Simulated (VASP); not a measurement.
# Tl (I4/mmm) in VASP: single point with PBEsol

Aim: the single point of Tl with PBEsol.

Program: VASP 6.6.1. These are calculated values, not measurements. Logs are shortened: lines on timing, memory, paths and dates and some standing lists are left out, and cuts for length are marked.

## (1) The cell of the first run

Symmetry: I4/mmm, No. 139, tetragonal system. Conventional cell: a = 3.368 Å, b = 3.368 Å, c = 4.989 Å, α = 90.00°, β = 90.00°, γ = 90.00°. Within 4.4 Å of Tl (site symmetry 4/mmm) lie 12 Tl at 3.37 to 3.45 Å.

## (2) Single point, PBEsol

File INCAR:

```
SYSTEM = Tl
PREC = Accurate
ENCUT = 520
EDIFF = 1E-6
ISMEAR = 0
SIGMA = 0.1
LREAL = .FALSE.
LASPH = .TRUE.
NELM = 100
ALGO = Fast
ISIF = 2
LWAVE = .FALSE.
LCHARG = .TRUE.
GGA = PS
LELF = .TRUE.
LVHAR = .TRUE.
NBANDS = 12
```

File KPOINTS:

```
regular mesh
0
G
  24 24 24
  0 0 0
```

File POSCAR:

```
Tl
1.0
   -1.6842316450      1.6842316450      2.4947082530
    1.6842316450     -1.6842316450      2.4947082530
    1.6842316450      1.6842316450     -2.4947082530
Tl
1
Direct
    0.5000000000      0.5000000000      0.0000000000
```

Potentials or basis: VASP PAW PBE potentials, release 64 (Tl_d).

Run with:

```bash
> cat potpaw_PBE.64/Tl_d/POTCAR > POTCAR
> mpirun -np 1 vasp_std > vasp.out
```

OUTCAR:

```text
SYSTEM = Tl
   PREC = Accurate
   ENCUT = 520
   EDIFF = 1E-6
   ISMEAR = 0
   LREAL = .FALSE.
   LASPH = .TRUE.
   NELM = 100
   ISIF = 2
   GGA = PS

 ion  position               nearest neighbor table
   1  0.500  0.500  0.000-

  LATTYP: Found a body centered tetragonal cell.
 ALAT       =     3.3684632900
 C/A-ratio  =     1.4812144519

  Lattice vectors:

 A1 = (  -1.6842316450,   1.6842316450,   2.4947082530)
 A2 = (   1.6842316450,  -1.6842316450,   2.4947082530)
 A3 = (   1.6842316450,   1.6842316450,  -2.4947082530)

Analysis of symmetry for initial positions (statically):
=====================================================================
 Subroutine PRICEL returns:
 Original cell was already a primitive cell.

 Routine SETGRP: Setting up the symmetry group for a
 body centered tetragonal supercell.

 Subroutine GETGRP returns: Found 16 space group operations
 (whereof 16 operations were pure point group operations)
 out of a pool of 16 trial point group operations.

The static configuration has the point symmetry D_4h.

Analysis of symmetry for dynamics (positions and initial velocities):
=====================================================================
 Subroutine PRICEL returns:
 Original cell was already a primitive cell.

 Routine SETGRP: Setting up the symmetry group for a
 body centered tetragonal supercell.

 Subroutine GETGRP returns: Found 16 space group operations
 (whereof 16 operations were pure point group operations)
 out of a pool of 16 trial point group operations.

The dynamic configuration has the point symmetry D_4h.

 Subroutine INISYM returns: Found 16 space group operations
 (whereof 16 operations are pure point group operations),
 and found     1 'primitive' translations

----------------------------------------------------------------------------------------

                                     Primitive cell

  volume of cell :      28.3063

  direct lattice vectors                    reciprocal lattice vectors
    -1.684231645  1.684231645  2.494708253     0.000000000  0.296871277  0.200424238
     1.684231645 -1.684231645  2.494708253     0.296871277  0.000000000  0.200424238
     1.684231645  1.684231645 -2.494708253     0.296871277  0.296871277  0.000000000

  length of vectors
     3.449179864  3.449179864  3.449179864     0.358193286  0.358193286  0.419839387

  position of ions in fractional coordinates (direct lattice)
     0.500000000  0.500000000  0.000000000

  ion indices of the primitive-cell ions
   primitive index   ion index
                 1           1

----------------------------------------------------------------------------------------

 KPOINTS: regular mesh

Automatic generation of k-mesh.
 Grid dimensions read from file:
 generate k-points for:   24   24   24

 Generating k-lattice:

  Cartesian coordinates                     Fractional coordinates (reciprocal lattice)
     0.000000000  0.012369637  0.008351010     0.041666667  0.000000000 -0.000000000
     0.012369637  0.000000000  0.008351010     0.000000000  0.041666667 -0.000000000
     0.012369637  0.012369637  0.000000000     0.000000000  0.000000000  0.041666667

  Length of vectors
     0.014924720  0.014924720  0.017493308

  Shift w.r.t. Gamma in fractional coordinates (k-lattice)
     0.000000000  0.000000000  0.000000000

 Subroutine IBZKPT returns following result:
 ===========================================

 Found   1063 irreducible k-points:

 Following reciprocal coordinates:
            Coordinates               Weight
  0.000000  0.000000  0.000000      1.000000
  0.041667 -0.000000  0.000000      8.000000
  0.083333  0.000000 -0.000000      8.000000
  0.125000  0.000000  0.000000      8.000000
  0.166667  0.000000  0.000000      8.000000
  0.208333 -0.000000  0.000000      8.000000
[... 16 lines left out ...]
  0.416667  0.041667  0.000000     16.000000
  0.458333  0.041667 -0.000000     16.000000
 [... further k-points ...]
   k-points           NKPTS =   1063   k-points in BZ     NKDIM =   1063   number of bands    NBANDS=     12
   number of dos      NEDOS =    301   number of ions     NIONS =      1
   total plane-waves  NPLWV =  21952
   dimension x,y,z NGX =    28 NGY =   28 NGZ =   28
   dimension x,y,z NGXF=    56 NGYF=   56 NGZF=   56
   ions per type =               1
   NGX,Y,Z   is equivalent  to a cutoff of  13.50, 13.50, 13.50 a.u.
   NGXF,Y,Z  is equivalent  to a cutoff of  26.99, 26.99, 26.99 a.u.
 SYSTEM =  Tl
   PREC   = accura    normal or accurate (medium, high low for compatibility)
   ISTART =      0    job   : 0-new  1-cont  2-samecut
   ICHARG =      2    charge: 1-file 2-atom 10-const
   ISPIN  =      1    spin polarized calculation?
   LNONCOLLINEAR =      F non collinear calculations
   LSORBIT =      F    spin-orbit coupling
   LASPH  =      T    aspherical Exc in radial PAW
   ENCUT  =  520.0 eV  38.22 Ry    6.18 a.u.   6.41  6.41  6.41*2*pi/ulx,y,z
   NELM   =    100;   NELMIN=  2; NELMDL= -5     # of ELM steps
   EDIFF  = 0.1E-05   stopping-criterion for ELM
   LREAL  =      F    real-space projection
   EDIFFG = 0.1E-04   stopping-criterion for IOM
   NSW    =      0    number of steps for IOM
   IBRION =     -1    ionic relax: 0-MD 1-quasi-New 2-CG
   NFREE  =      0    steps in history (QN), initial steepest desc. (CG)
   ISIF   =      2    stress and relaxation
   ISYM   =      2    0-nonsym 1-usesym 2-fastsym
   POTIM  = 0.5000    time-step for ionic-motion
   TEBEG  =    0.0;   TEEND  =   0.0 temperature during run
   PSTRESS=    0.0 pullay stress
   NELECT =      13.0000    total number of electrons
   NUPDOWN=      -1.0000    fix difference up-down
   EMIN   =  10.00;   EMAX   =-10.00  energy-range for DOS
   EFERMI =   0.00;   METHOD = LEGACY
   ISMEAR =     0;   SIGMA  =   0.10  broadening in eV -4-tet -1-fermi 0-gaus
   EFERMI_NEDOS =   21; number of points for ismear=-14 and -15
   IALGO  =     68    algorithm
   IMIX   =      4    mixing-type and parameters
     AMIX     =   0.40;   BMIX     =  1.00
     AMIX_MAG =   1.60;   BMIX_MAG =  1.00
  volume/ion in A,a.u.               =      28.31       191.02
  Fermi-wavevector in a.u.,A,eV,Ry     =   1.263072  2.386860 21.706070  1.595351
  Thomas-Fermi vector in A             =   2.396448
   LORBIT       =      0    0 simple, 1 ext, 2 COOP (PROOUT), +10 PAW based schemes
   GGA     = PS    functional components
   LHFCALC =     F    Hartree Fock is set to
   AEXX    =    0.0000 exact exchange contribution
   IVDW    =     0    specifies the selected vdW correction
   LEPSILON=     F    determine dielectric tensor
   LRPA    =     F    only Hartree local field effects (RPA)
 non-spin polarized calculation
 RMM-DIIS sequential band-by-band and
 Gauss-broadening in eV      SIGMA  =   0.10
  energy-cutoff  :      520.00
  volume of cell :       28.31
 maximum number of plane-waves:       784
 NGX is ok and might be reduce to    28
   NGX = 13   NGY = 13   NGZ = 13

 number of electron      13.0000001 magnetization

 Free energy of the ion-electron system (eV)
  ---------------------------------------------------
  ext. energy  EPLUGINS =         0.00000000
  ---------------------------------------------------
  free energy    TOTEN  =        -2.61815636 eV

  energy without entropy =       -2.61570426  energy(sigma->0) =       -2.61693031

 E-fermi :   6.4223     XC(G=0): -10.4190

 val. band max:        6.4173718525   @ k =  -0.1667   0.3333   0.1250
 cond. band min:       6.4232910042   @ k =   0.2917   0.2500   0.0833
 fundamental gap:      0.0059191517
 Fermi energy:         6.4223072036

 k-point     1 :       0.0000    0.0000    0.0000
  band No.  band energies     occupation
      1      -5.1384      2.00000
      2      -5.0316      2.00000
      3      -5.0316      2.00000
      4      -4.8323      2.00000
      5      -4.7326      2.00000
      6      -3.6474      2.00000
      7      16.8269      0.00000
      8      16.8269      0.00000
      9      16.9480      0.00000
     10      17.4593      0.00000
     11      20.9353      0.00000
     12      21.6707      0.00000

 k-point     2 :       0.0417   -0.0000    0.0000
  band No.  band energies     occupation
      1      -5.1346      2.00000
      2      -5.0316      2.00000
      3      -5.0268      2.00000
      4      -4.8323      2.00000
      5      -4.7343      2.00000
      6      -3.6099      2.00000
      7      16.3383      0.00000
      8      16.7951      0.00000
      9      16.8593      0.00000
     10      17.4307      0.00000
     11      21.1055      0.00000
     12      21.6767      0.00000

 k-point     3 :       0.0833    0.0000   -0.0000
  band No.  band energies     occupation
      1      -5.1255      2.00000
      2      -5.0317      2.00000
      3      -5.0134      2.00000
      4      -4.8315      2.00000
      5      -4.7385      2.00000
      6      -3.4961      2.00000
      7      15.1613      0.00000
      8      16.6964      0.00000
      9      16.7040      0.00000
     10      17.4189      0.00000
     11      21.0875      0.00000
     12      21.5968      0.00000

 k-point     4 :       0.1250    0.0000    0.0000
  band No.  band energies     occupation
      1      -5.1182      2.00000
      2      -5.0316      2.00000
      3      -4.9942      2.00000
      4      -4.8260      2.00000
      5      -4.7428      2.00000
      6      -3.3030      2.00000
      7      13.7772      0.00000
      8      16.4532      0.00000
      9      16.5642      0.00000
     10      17.4163      0.00000
     11      20.7441      0.00000
     12      21.6653      0.00000

 k-point     5 :       0.1667    0.0000    0.0000
  band No.  band energies     occupation
      1      -5.1213      2.00000
      2      -5.0308      2.00000
      3      -4.9744      2.00000
      4      -4.8099      2.00000
      5      -4.7427      2.00000
      6      -3.0281      2.00000
      7      12.3501      0.00000
      8      16.1524      0.00000
      9      16.3890      0.00000
     10      17.4087      0.00000
     11      20.3225      0.00000
     12      21.6202      0.00000
[... 228 lines left out ...]
      1      -5.2261      2.00000
      2      -5.0659      2.00000
      3      -4.9813      2.00000
      4      -4.6389      2.00000
      5      -4.6063      2.00000
      6      -0.8937      2.00000
      7       6.6479      0.00142
      8      14.5346      0.00000
      9      15.2842      0.00000
     10      17.1991      0.00000
     11      18.9098      0.00000
     12      20.3955      0.00000

 k-point    22 :       0.3750    0.0417    0.0000
  band No.  band energies     occupation
      1      -5.2507      2.00000
      2      -5.0787      2.00000
      3      -4.9949      2.00000
      4      -4.5961      2.00000
      5      -4.5690      2.00000
      6      -0.2287      2.00000
      7       5.5120      2.00000
      8      14.3779      0.00000
      9      15.0603      0.00000
     10      17.0378      0.00000
     11      18.8686      0.00000
     12      20.3261      0.00000

 k-point    23 :       0.4167    0.0417    0.0000
  band No.  band energies     occupation
      1      -5.2692      2.00000
      2      -5.0881      2.00000
      3      -5.0058      2.00000
      4      -4.5677      2.00000
      5      -4.5366      2.00000
      6       0.4550      2.00000
      7       4.5040      2.00000
      8      14.2438      0.00000
      9      14.9253      0.00000
     10      16.9104      0.00000
     11      18.8655      0.00000
     12      20.3108      0.00000

 k-point    24 :       0.4583    0.0417   -0.0000
  band No.  band energies     occupation
      1      -5.2798      2.00000
      2      -5.0931      2.00000
      3      -5.0125      2.00000
      4      -4.5547      2.00000
      5      -4.5146      2.00000
      6       1.0356      2.00000
      7       3.7470      2.00000
      8      14.1454      0.00000
      9      14.8789      0.00000
     10      16.8325      0.00000
     11      18.8938      0.00000
     12      20.3397      0.00000

 [... further k-points ...]
[... 5 lines left out ...]
  --------------------------------------------------------------------------------------
  -------------------------------------------------------------------------------------
  Total       -0.0087426     -0.0087426     -0.0067402      0.0000000      0.0000000     -0.0000000
  in kB       -0.4948440     -0.4948440     -0.3815042      0.0000000      0.0000000     -0.0000000
  external PRESSURE =      -0.4570641 kB  Pullay stress =       0.0000000 kB

 VOLUME and BASIS-vectors are now :
 -----------------------------------------------------------------------------
  energy-cutoff  :      520.00
  volume of cell :       28.31
      direct lattice vectors                 reciprocal lattice vectors
    -1.684231645  1.684231645  2.494708253     0.000000000  0.296871277  0.200424238
     1.684231645 -1.684231645  2.494708253     0.296871277  0.000000000  0.200424238
     1.684231645  1.684231645 -2.494708253     0.296871277  0.296871277  0.000000000

 POSITION                                       TOTAL-FORCE (eV/Angst)
 -----------------------------------------------------------------------------------
      0.00000      0.00000      2.49471        -0.000000      0.000000      0.000000
 -----------------------------------------------------------------------------------
    total drift:                                0.000000     -0.000000      0.000000

  FREE ENERGIE OF THE ION-ELECTRON SYSTEM (eV)
  ---------------------------------------------------
  free  energy   TOTEN  =        -2.6181563640 eV

  energy  without entropy=       -2.6157042584  energy(sigma->0) =       -2.61693031
```

It took 3.3 min on 1 thread of AMD EPYC 9R45 (Zen 5), shared host; peak memory 0.41 GiB.

Results:

| Quantity | Value |
| --- | --- |
| Free energy | -2.6182 eV |
| Pressure | 0.0 GPa |
| Band gap on the k mesh | zero (an odd number of electrons rules out a gap without spin polarisation) |

Caveat: the PAW data sets were made with another functional, which shifts forces and pressure a little; spin-orbit coupling is left out, which moves the levels of the heavy elements.
